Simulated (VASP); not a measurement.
# Ti (Fd-3m) in VASP: notebook

The runs below take Ti through single point, with PBEsol.

Program: VASP 6.6.1. These are calculated values, not measurements. Logs are shortened: lines on timing, memory, paths and dates and some standing lists are left out, and cuts for length are marked.

## 1. The cell of the first run

The structure is cubic, space group Fd-3m (No. 227). Conventional cell: a = 5.378 Å, b = 5.378 Å, c = 5.378 Å, α = 90.00°, β = 90.00°, γ = 90.00°. Ti (site symmetry -43m) has 4 Ti at 2.33 Å within 3.1 Å.

This isn't the form of Ti at room conditions, which is hcp.

## 2. Single point, PBEsol

Contents of INCAR:

```
SYSTEM = Ti
PREC = Accurate
ENCUT = 520
EDIFF = 1E-6
ISMEAR = 0
SIGMA = 0.1
LREAL = .False.
LASPH = .True.
NELM = 80
ALGO = Fast
ISIF = 2
LWAVE = .False.
LCHARG = .True.
GGA = PS
LELF = .True.
LVHAR = .True.
NBANDS = 19
```

Contents of KPOINTS:

```
regular mesh
0
Gamma
  6 6 6
  0 0 0
```

Contents of POSCAR:

```
Ti
1.0
    0.0000000000      2.6890383116      2.6890383116
    2.6890383116      0.0000000000      2.6890383116
    2.6890383116      2.6890383116      0.0000000000
Ti
2
Direct
    0.5000000000      0.5000000000      0.5000000000
    0.7500000000      0.7500000000      0.7500000000
```

Potentials or basis: VASP PAW PBE potentials, release 64 (Ti_sv).

Command:

```console
cat potpaw_PBE.64/Ti_sv/POTCAR > POTCAR
mpirun -np 1 vasp_std > vasp.out
```

OUTCAR:

```text
SYSTEM = Ti
   PREC = Accurate
   ENCUT = 520
   EDIFF = 1E-6
   ISMEAR = 0
   LREAL = .False.
   LASPH = .True.
   NELM = 80
   ISIF = 2
   GGA = PS

 ion  position               nearest neighbor table
   1  0.500  0.500  0.500-   2 2.33   2 2.33   2 2.33   2 2.33
   2  0.750  0.750  0.750-   1 2.33   1 2.33   1 2.33   1 2.33

  LATTYP: Found a face centered cubic cell.
 ALAT       =     5.3780766232

  Lattice vectors:

 A1 = (   0.0000000000,   2.6890383116,   2.6890383116)
 A2 = (   2.6890383116,   0.0000000000,   2.6890383116)
 A3 = (   2.6890383116,   2.6890383116,   0.0000000000)

Analysis of symmetry for initial positions (statically):
=====================================================================
 Subroutine PRICEL returns:
 Original cell was already a primitive cell.

 Routine SETGRP: Setting up the symmetry group for a
 face centered cubic supercell.

 Subroutine GETGRP returns: Found 48 space group operations
 (whereof 24 operations were pure point group operations)
 out of a pool of 48 trial point group operations.

The static configuration has the point symmetry T_d .
 The point group associated with its full space group is O_h .

Analysis of symmetry for dynamics (positions and initial velocities):
=====================================================================
 Subroutine PRICEL returns:
 Original cell was already a primitive cell.

 Routine SETGRP: Setting up the symmetry group for a
 face centered cubic supercell.

 Subroutine GETGRP returns: Found 48 space group operations
 (whereof 24 operations were pure point group operations)
 out of a pool of 48 trial point group operations.

The dynamic configuration has the point symmetry T_d .
 The point group associated with its full space group is O_h .

 Subroutine INISYM returns: Found 48 space group operations
 (whereof 24 operations are pure point group operations),
 and found     1 'primitive' translations

----------------------------------------------------------------------------------------

                                     Primitive cell

  volume of cell :      38.8885

  direct lattice vectors                    reciprocal lattice vectors
     0.000000000  2.689038312  2.689038312    -0.185940080  0.185940080  0.185940080
     2.689038312  0.000000000  2.689038312     0.185940080 -0.185940080  0.185940080
[... 65 lines left out ...]
   NGXF,Y,Z  is equivalent  to a cutoff of  24.48, 24.48, 24.48 a.u.
 SYSTEM =  Ti
   PREC   = accura    normal or accurate (medium, high low for compatibility)
   ISTART =      0    job   : 0-new  1-cont  2-samecut
   ICHARG =      2    charge: 1-file 2-atom 10-const
   ISPIN  =      1    spin polarized calculation?
   LNONCOLLINEAR =      F non collinear calculations
   LSORBIT =      F    spin-orbit coupling
   LASPH  =      T    aspherical Exc in radial PAW
   ENCUT  =  520.0 eV  38.22 Ry    6.18 a.u.   7.07  7.07  7.07*2*pi/ulx,y,z
   NELM   =     80;   NELMIN=  2; NELMDL= -5     # of ELM steps
   EDIFF  = 0.1E-05   stopping-criterion for ELM
   LREAL  =      F    real-space projection
[... 7 lines left out ...]
   TEBEG  =    0.0;   TEEND  =   0.0 temperature during run
   PSTRESS=    0.0 pullay stress
   NELECT =      24.0000    total number of electrons
   NUPDOWN=      -1.0000    fix difference up-down
   EMIN   =  10.00;   EMAX   =-10.00  energy-range for DOS
   EFERMI =   0.00;   METHOD = LEGACY
   ISMEAR =     0;   SIGMA  =   0.10  broadening in eV -4-tet -1-fermi 0-gaus
   EFERMI_NEDOS =   21; number of points for ismear=-14 and -15
   IALGO  =     68    algorithm
   IMIX   =      4    mixing-type and parameters
     AMIX     =   0.40;   BMIX     =  1.00
     AMIX_MAG =   1.60;   BMIX_MAG =  1.00
  volume/ion in A,a.u.               =      19.44       131.22
  Fermi-wavevector in a.u.,A,eV,Ry     =   1.393814  2.633927 26.432288  1.942718
  Thomas-Fermi vector in A             =   2.517424
   LORBIT       =      0    0 simple, 1 ext, 2 COOP (PROOUT), +10 PAW based schemes
   GGA     = PS    functional components
   LHFCALC =     F    Hartree Fock is set to
   AEXX    =    0.0000 exact exchange contribution
   IVDW    =     0    specifies the selected vdW correction
   LEPSILON=     F    determine dielectric tensor
   LRPA    =     F    only Hartree local field effects (RPA)
 non-spin polarized calculation
 RMM-DIIS sequential band-by-band and
 Gauss-broadening in eV      SIGMA  =   0.10
  energy-cutoff  :      520.00
  volume of cell :       38.89
 maximum number of plane-waves:      1063
   NGX = 15   NGY = 15   NGZ = 15

 number of electron      23.9999987 magnetization

 Free energy of the ion-electron system (eV)
  ---------------------------------------------------
  ext. energy  EPLUGINS =         0.00000000
  ---------------------------------------------------
  free energy    TOTEN  =       -11.88354941 eV

  energy without entropy =      -11.85719005  energy(sigma->0) =      -11.87036973

 E-fermi :   6.6224     XC(G=0): -10.8087

 val. band max:        6.6181867428   @ k =   0.3333   0.1667   0.0000
 cond. band min:       6.6879132339   @ k =   0.5000   0.1667   0.0000
 fundamental gap:      0.0697264911
 Fermi energy:         6.6223609540

 k-point     1 :       0.0000    0.0000    0.0000
  band No.  band energies     occupation
      1     -49.8541      2.00000
      2     -48.9988      2.00000
      3     -26.4425      2.00000
      4     -26.4425      2.00000
      5     -26.4425      2.00000
      6     -25.3545      2.00000
[... 329 lines left out ...]
      6     -25.9012      2.00000
[... 11 lines left out ...]
     18      11.5470      0.00000
     19      11.5582      0.00000

------------------------ aborting loop because EDIFF is reached ----------------------------------------

  FORCE on cell =-STRESS in cart. coord.  units (eV):
  Direction    XX          YY          ZZ          XY          YZ          ZX
  --------------------------------------------------------------------------------------
  -------------------------------------------------------------------------------------
  Total        1.0029918      1.0029918      1.0029918      0.0000000      0.0000000     -0.0000000
  in kB       41.3225395     41.3225395     41.3225395      0.0000000      0.0000000     -0.0000000
  external PRESSURE =      41.3225395 kB  Pullay stress =       0.0000000 kB

 VOLUME and BASIS-vectors are now :
 -----------------------------------------------------------------------------
  energy-cutoff  :      520.00
  volume of cell :       38.89
      direct lattice vectors                 reciprocal lattice vectors
     0.000000000  2.689038312  2.689038312    -0.185940080  0.185940080  0.185940080
     2.689038312  0.000000000  2.689038312     0.185940080 -0.185940080  0.185940080
     2.689038312  2.689038312  0.000000000     0.185940080  0.185940080 -0.185940080

 POSITION                                       TOTAL-FORCE (eV/Angst)
 -----------------------------------------------------------------------------------
      2.68904      2.68904      2.68904        -0.000000     -0.000000     -0.000000
      4.03356      4.03356      4.03356         0.000000      0.000000      0.000000
 -----------------------------------------------------------------------------------
    total drift:                                0.000000      0.000000      0.000000

  FREE ENERGIE OF THE ION-ELECTRON SYSTEM (eV)
  ---------------------------------------------------
  free  energy   TOTEN  =       -11.8835494113 eV

  energy  without entropy=      -11.8571900506  energy(sigma->0) =      -11.87036973
```

OSZICAR:

```text
N       E                     dE             d eps       ncg     rms          rms(c)
DAV:   1     0.270725975492E+03    0.27073E+03   -0.13183E+04   608   0.154E+03
DAV:   2     0.156811973752E+02   -0.25504E+03   -0.25109E+03   614   0.436E+02
DAV:   3    -0.108706459381E+02   -0.26552E+02   -0.25821E+02  1184   0.122E+02
DAV:   4    -0.124587706697E+02   -0.15881E+01   -0.15370E+01   714   0.284E+01
[... 45 lines left out ...]
RMM:  50    -0.118835465394E+02   -0.92544E-06   -0.12561E-05   372   0.847E-03    0.117E-02
RMM:  51    -0.118835473142E+02   -0.77478E-06   -0.11510E-05   387   0.851E-03    0.130E-02
RMM:  52    -0.118835480791E+02   -0.76491E-06   -0.10819E-05   361   0.782E-03    0.133E-02
RMM:  53    -0.118835487906E+02   -0.71152E-06   -0.10035E-05   351   0.751E-03    0.128E-02
RMM:  54    -0.118835494113E+02   -0.62069E-06   -0.94135E-06   344   0.736E-03
   1 F= -.11883549E+02 E0= -.11870370E+02  d E =-.263594E-01
```

stdout:

```text
POSCAR found type information on POSCAR Ti
 POSCAR found :  1 types and       2 ions
 scaLAPACK will be used
 -----------------------------------------------------------------------------
|                                                                             |
|                                                                             |
|     You enforced a specific xc type in the INCAR file but a different       |
|     I HOPE YOU KNOW WHAT YOU ARE DOING!                                     |
|                                                                             |
 -----------------------------------------------------------------------------

 LDA part: xc-table for (Slater+PW92), standard interpolation
 POSCAR, INCAR and KPOINTS ok, starting setup
 FFT: planning ... GRIDC
 FFT: planning ... GRID_SOFT
 FFT: planning ... GRID
 WAVECAR not read
 entering main loop
```

Run time: 25 s. Hardware: 1 thread of AMD EPYC 9R45 (Zen 5), shared host; peak memory 0.12 GiB.

Results:

```
Free energy            : -11.8835 eV
Pressure               : 4.1 GPa
Band gap on the k mesh : zero (bands 12 and 13 overlap by 0.31 eV)
```

Caveat: the cell stands under pressure; the PAW data sets were made with another functional, which shifts forces and pressure a little.

## 3. Single point, PBEsol

This run uses another cell than the first one, of 20.98 Å³/atom.

Contents of INCAR:

```
SYSTEM = Ti
  PREC = Accurate
  ENCUT = 520
  EDIFF = 1E-7
  ISMEAR = 0
  SIGMA = 0.1
  LREAL = .False.
  LASPH = .True.
  NELM = 60
  ALGO = Fast
  ISIF = 2
  LWAVE = .False.
  LCHARG = .False.
  GGA = PS
  NBANDS = 19
```

Contents of KPOINTS:

```
regular mesh
0
Gamma
  18 18 18
  0 0 0
```

Contents of POSCAR:

```
Ti
1.0
    0.0000000000      2.7582552343      2.7582552343
    2.7582552343      0.0000000000      2.7582552343
    2.7582552343      2.7582552343      0.0000000000
Ti
2
Direct
    0.5000000000      0.5000000000      0.5000000000
    0.7500000000      0.7500000000      0.7500000000
```

Potentials or basis: VASP PAW PBE potentials, release 64 (Ti_sv).

Command:

```console
cat potpaw_PBE.64/Ti_sv/POTCAR > POTCAR
mpirun -np 1 vasp_std > vasp.out
```

Wall time 3.7 min (1 thread of AMD EPYC 9R45 (Zen 5), shared host); peak memory 0.23 GiB.

It converged, with:

| Property | Result |
| --- | --- |
| Free energy | -11.9207 eV |
| Pressure | 0.2 GPa |
| Band gap on the k mesh | zero (bands 12 and 13 overlap by 0.26 eV) |

Levels at points of the mesh, in eV from the Fermi level:
```tsv
k point	band 9	band 10	band 11	band 12	band 13	band 14	band 15	band 16
(0.00, 0.00, 0.00)	-4.96	-0.74	-0.74	-0.15	-0.15	-0.15	1.85	1.85
(0.50, 0.00, 0.00)	-1.77	-1.51	-0.72	-0.72	-0.15	-0.15	0.59	2.74
(0.50, 0.50, 0.00)	-2.00	-2.00	-0.04	-0.04	0.42	0.42	1.63	1.63
```

Caveat: the PAW data sets were made with another functional, which shifts forces and pressure a little.
